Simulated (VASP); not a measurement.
Runs of VASP 6.6.1 on Zr. The structure is that of space group P6_3/mmc (No. 194), or close to it. The cells are those of the table. 

```csv
task,cell,cutoff (eV),smearing,gap on the mesh (eV),pressure (GPa)
single point,"a = 2.292, b = 2.292, c = 3.831 Å, angles 90.0, 90.0, 120.0°, 2 atoms",520,fermi-dirac 0.1 eV,none,462.8
relaxation of shape and atoms at fixed volume,"relaxed from a = 2.651, b = 2.651, c = 4.299 Å, angles 90.0, 90.0, 120.0°, 2 atoms",600,fermi-dirac 0.1 eV,none,119.0
relaxation of shape and atoms at fixed volume,"relaxed from a = 2.315, b = 2.315, c = 3.755 Å, angles 90.0, 90.0, 120.0°, 2 atoms",600,tetrahedron,none,465.6
single point,"a = 3.010, b = 3.010, c = 4.998 Å, angles 90.0, 90.0, 120.0°, 2 atoms",520,fermi-dirac 0.1 eV,none,(a)
```

Alike in all rows: level LDA; potentials or basis VASP PAW LDA potentials, release 64 (Zr_sv); no spin polarisation; k mesh 14 × 14 × 8.

Task: Fill in the values left out.

Result: (a) 12.6.

A k mesh can miss the band edges, and the runs leave out spin-orbit coupling on Zr.

A gap of «none» marks levels without a gap at the run's occupations.
